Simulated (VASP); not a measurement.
# CsH2 (P4_2/mnm) in VASP: notebook

CsH2 is run at these levels: PBE; tasks: single point, relaxation of cell and atoms.

All numbers are computed with VASP 6.6.1; they aren't measurements. Logs are shortened: lines on timing, memory, paths and dates and some standing lists are left out, and cuts for length are marked.

### 1 The cell of the first run

The structure is tetragonal, space group P4_2/mnm (No. 136). The conventional cell has a = 5.750 Å, b = 5.750 Å, c = 3.704 Å, α = 90.00°, β = 90.00°, γ = 90.00°. Cs (site symmetry mmm) has 6 H at 2.43 to 2.49 Å within 3.2 Å. H (site symmetry m2m) has 3 Cs at 2.43 to 2.49 Å and 1 H at 3.16 Å within 3.2 Å.

### 2 Single point, PBE

Contents of INCAR:

```
SYSTEM = CsH2
ALGO = Normal ; EDIFF = 1E-6
ENCUT = 520 ; GGA = PE
ISIF = 2 ; ISMEAR = 0
LASPH = .True. ; LCHARG = .True.
LELF = .True. ; LREAL = .False.
LVHAR = .True. ; LWAVE = .False.
NBANDS = 20 ; NELM = 100
PREC = Accurate ; SIGMA = 0.1
```

Contents of KPOINTS:

```
k-points
0
Gamma
  4 4 6
  0 0 0
```

Contents of POSCAR:

```
CsH2
1.0
    5.7500577788      0.0000000000      0.0000000000
    0.0000000000      5.7500577788      0.0000000000
    0.0000000000      0.0000000000      3.7036179729
Cs H
2 4
Direct
    0.0000000000      0.0000000000      0.0000000000
    0.5000000000      0.5000000000      0.5000000000
    0.3060000000      0.3060000000      0.0000000000
    0.1940000000      0.8060000000      0.5000000000
    0.6940000000      0.6940000000      0.0000000000
    0.8060000000      0.1940000000      0.5000000000
```

Potentials or basis: VASP PAW PBE potentials, release 64 (Cs_sv, H).

The run is started by

```
$ cat potpaw_PBE.64/Cs_sv/POTCAR potpaw_PBE.64/H/POTCAR > POTCAR
$ mpirun -np 1 vasp_std > vasp.out
```

OUTCAR:

```text
SYSTEM = CsH2
   EDIFF = 1E-6
   ENCUT = 520
   GGA = PE
   ISIF = 2
   ISMEAR = 0
   LASPH = .True.
   LREAL = .False.
   NELM = 100
   PREC = Accurate

 ion  position               nearest neighbor table
   1  0.000  0.000  0.000-
   2  0.500  0.500  0.500-
   3  0.306  0.306  0.000-
   4  0.194  0.806  0.500-
   5  0.694  0.694  0.000-
   6  0.806  0.194  0.500-

  LATTYP: Found a simple tetragonal cell.
 ALAT       =     5.7500577788
 C/A-ratio  =     0.6441010013

  Lattice vectors:

 A1 = (   5.7500577788,   0.0000000000,   0.0000000000)
 A2 = (   0.0000000000,   5.7500577788,   0.0000000000)
 A3 = (   0.0000000000,   0.0000000000,   3.7036179729)

Analysis of symmetry for initial positions (statically):
=====================================================================
 Subroutine PRICEL returns:
 Original cell was already a primitive cell.

 Routine SETGRP: Setting up the symmetry group for a
 simple tetragonal supercell.

 Subroutine GETGRP returns: Found 16 space group operations
 (whereof  8 operations were pure point group operations)
 out of a pool of 16 trial point group operations.

The static configuration has the point symmetry D_2h.
 The point group associated with its full space group is D_4h.

Analysis of symmetry for dynamics (positions and initial velocities):
=====================================================================
 Subroutine PRICEL returns:
 Original cell was already a primitive cell.

 Routine SETGRP: Setting up the symmetry group for a
 simple tetragonal supercell.

 Subroutine GETGRP returns: Found 16 space group operations
 (whereof  8 operations were pure point group operations)
 out of a pool of 16 trial point group operations.

The dynamic configuration has the point symmetry D_2h.
 The point group associated with its full space group is D_4h.

 Subroutine INISYM returns: Found 16 space group operations
 (whereof  8 operations are pure point group operations),
 and found     1 'primitive' translations

----------------------------------------------------------------------------------------

                                     Primitive cell

  volume of cell :     122.4533

  direct lattice vectors                    reciprocal lattice vectors
     5.750057779  0.000000000  0.000000000     0.173911296  0.000000000  0.000000000
     0.000000000  5.750057779  0.000000000     0.000000000  0.173911296  0.000000000
[... 88 lines left out ...]
   LSORBIT =      F    spin-orbit coupling
   LASPH  =      T    aspherical Exc in radial PAW
   ENCUT  =  520.0 eV  38.22 Ry    6.18 a.u.  10.69 10.69  6.89*2*pi/ulx,y,z
   NELM   =    100;   NELMIN=  2; NELMDL= -5     # of ELM steps
   EDIFF  = 0.1E-05   stopping-criterion for ELM
   LREAL  =      F    real-space projection
[... 7 lines left out ...]
   TEBEG  =    0.0;   TEEND  =   0.0 temperature during run
   PSTRESS=    0.0 pullay stress
   NELECT =      22.0000    total number of electrons
   NUPDOWN=      -1.0000    fix difference up-down
   EMIN   =  10.00;   EMAX   =-10.00  energy-range for DOS
   EFERMI =   0.00;   METHOD = LEGACY
   ISMEAR =     0;   SIGMA  =   0.10  broadening in eV -4-tet -1-fermi 0-gaus
   EFERMI_NEDOS =   21; number of points for ismear=-14 and -15
   IALGO  =     38    algorithm
   IMIX   =      4    mixing-type and parameters
     AMIX     =   0.40;   BMIX     =  1.00
     AMIX_MAG =   1.60;   BMIX_MAG =  1.00
  volume/ion in A,a.u.               =      20.41       137.73
  Fermi-wavevector in a.u.,A,eV,Ry     =   0.923759  1.745652 11.610278  0.853331
  Thomas-Fermi vector in A             =   2.049431
   LORBIT       =      0    0 simple, 1 ext, 2 COOP (PROOUT), +10 PAW based schemes
   GGA     = PE    functional components
   LHFCALC =     F    Hartree Fock is set to
   AEXX    =    0.0000 exact exchange contribution
   IVDW    =     0    specifies the selected vdW correction
   LEPSILON=     F    determine dielectric tensor
   LRPA    =     F    only Hartree local field effects (RPA)
 non-spin polarized calculation
 Gauss-broadening in eV      SIGMA  =   0.10
  energy-cutoff  :      520.00
  volume of cell :      122.45
 maximum number of plane-waves:      3321
 NGX is ok and might be reduce to    48
   NGX = 21   NGY = 21   NGZ = 13

 number of electron      22.0000002 magnetization

 Free energy of the ion-electron system (eV)
  ---------------------------------------------------
  ext. energy  EPLUGINS =         0.00000000
  ---------------------------------------------------
  free energy    TOTEN  =        -9.70474645 eV

  energy without entropy =       -9.68371881  energy(sigma->0) =       -9.69423263

 E-fermi :   0.2343     XC(G=0):  -7.6253

 val. band max:        0.2260440272   @ k =   0.5000   0.5000   0.1667
 cond. band min:       0.2694747443   @ k =   0.2500   0.2500   0.1667
 fundamental gap:      0.0434307171
 Fermi energy:         0.2342610639

 k-point     1 :       0.0000    0.0000    0.0000
  band No.  band energies     occupation
      1     -20.7473      2.00000
      2     -20.5879      2.00000
      3      -8.3991      2.00000
      4      -8.3991      2.00000
      5      -7.2770      2.00000
      6      -7.2770      2.00000
[... 541 lines left out ...]
     19       9.5374      0.00000
     20       9.5374      0.00000

------------------------ aborting loop because EDIFF is reached ----------------------------------------

  FORCE on cell =-STRESS in cart. coord.  units (eV):
  Direction    XX          YY          ZZ          XY          YZ          ZX
  --------------------------------------------------------------------------------------
  -------------------------------------------------------------------------------------
  Total        4.3489651      4.3489651      8.4457793     -0.0000000      0.0000000      0.0000000
  in kB       56.9017869     56.9017869    110.5044353     -0.0000000      0.0000000      0.0000000
  external PRESSURE =      74.7693364 kB  Pullay stress =       0.0000000 kB

 VOLUME and BASIS-vectors are now :
 -----------------------------------------------------------------------------
  energy-cutoff  :      520.00
  volume of cell :      122.45
      direct lattice vectors                 reciprocal lattice vectors
     5.750057779  0.000000000  0.000000000     0.173911296  0.000000000  0.000000000
     0.000000000  5.750057779  0.000000000     0.000000000  0.173911296  0.000000000
     0.000000000  0.000000000  3.703617973     0.000000000  0.000000000  0.270006250

 POSITION                                       TOTAL-FORCE (eV/Angst)
 -----------------------------------------------------------------------------------
      0.00000      0.00000      0.00000         0.000000      0.000000      0.000000
      2.87503      2.87503      1.85181         0.000000      0.000000      0.000000
      1.75952      1.75952      0.00000        -0.131103     -0.131103     -0.000000
      1.11551      4.63455      1.85181         0.131103     -0.131103     -0.000000
      3.99054      3.99054      0.00000         0.131103      0.131103      0.000000
      4.63455      1.11551      1.85181        -0.131103      0.131103      0.000000
 -----------------------------------------------------------------------------------
    total drift:                               -0.000000     -0.000000      0.000000

  FREE ENERGIE OF THE ION-ELECTRON SYSTEM (eV)
  ---------------------------------------------------
  free  energy   TOTEN  =        -9.7047464524 eV

  energy  without entropy=       -9.6837188149  energy(sigma->0) =       -9.69423263
```

OSZICAR:

```text
N       E                     dE             d eps       ncg     rms          rms(c)
DAV:   1     0.118363904216E+03    0.11836E+03   -0.89826E+03   960   0.918E+02
DAV:   2     0.746354428773E+00   -0.11762E+03   -0.11279E+03  1256   0.158E+02
DAV:   3    -0.107771825223E+02   -0.11524E+02   -0.11383E+02  1144   0.528E+01
DAV:   4    -0.109213233966E+02   -0.14414E+00   -0.14408E+00  1204   0.675E+00
DAV:   5    -0.109222494425E+02   -0.92605E-03   -0.92601E-03  1156   0.534E-01    0.538E+00
DAV:   6    -0.989676181749E+01    0.10255E+01   -0.87522E-01  1092   0.431E+00    0.255E+00
DAV:   7    -0.967638208561E+01    0.22038E+00   -0.10716E+00  1096   0.427E+00    0.623E-01
DAV:   8    -0.970520059652E+01   -0.28819E-01   -0.10607E-01  1020   0.170E+00    0.246E-01
DAV:   9    -0.970369217559E+01    0.15084E-02   -0.58952E-03  1240   0.461E-01    0.662E-02
DAV:  10    -0.970472654265E+01   -0.10344E-02   -0.23380E-03  1072   0.226E-01    0.416E-02
DAV:  11    -0.970473561709E+01   -0.90744E-05   -0.35571E-04  1128   0.864E-02    0.133E-02
DAV:  12    -0.970474722421E+01   -0.11607E-04   -0.43401E-05  1104   0.340E-02    0.513E-03
DAV:  13    -0.970474645240E+01    0.77181E-06   -0.15730E-06  1080   0.638E-03
   1 F= -.97047465E+01 E0= -.96942326E+01  d E =-.210276E-01
```

stdout:

```text
POSCAR found type information on POSCAR CsH
 POSCAR found :  2 types and       6 ions
 scaLAPACK will be used
 LDA part: xc-table for (Slater+PW92), standard interpolation
 POSCAR, INCAR and KPOINTS ok, starting setup
 FFT: planning ... GRIDC
 FFT: planning ... GRID_SOFT
 FFT: planning ... GRID
 WAVECAR not read
 entering main loop
```

Wall time 30 s (1 thread of Intel Xeon 6975P-C (Granite Rapids), shared host); peak memory 0.25 GiB.

Results:

```
Free energy            : -9.7047 eV
Pressure               : 7.5 GPa
Largest force          : 0.185 eV/Å
Band gap on the k mesh : zero (bands 11 and 12 overlap by 1.54 eV)
```

Forces on the atoms (eV/Å):
```
Cs   0.000  0.000  0.000
Cs   0.000  0.000  0.000
H   -0.131 -0.131  0.000
H    0.131 -0.131  0.000
H    0.131  0.131  0.000
H   -0.131  0.131  0.000
```

Caveat: the cell stands under pressure; spin-orbit coupling is left out, which moves the levels of the heavy elements.

(Continued in part 2 of 4.)
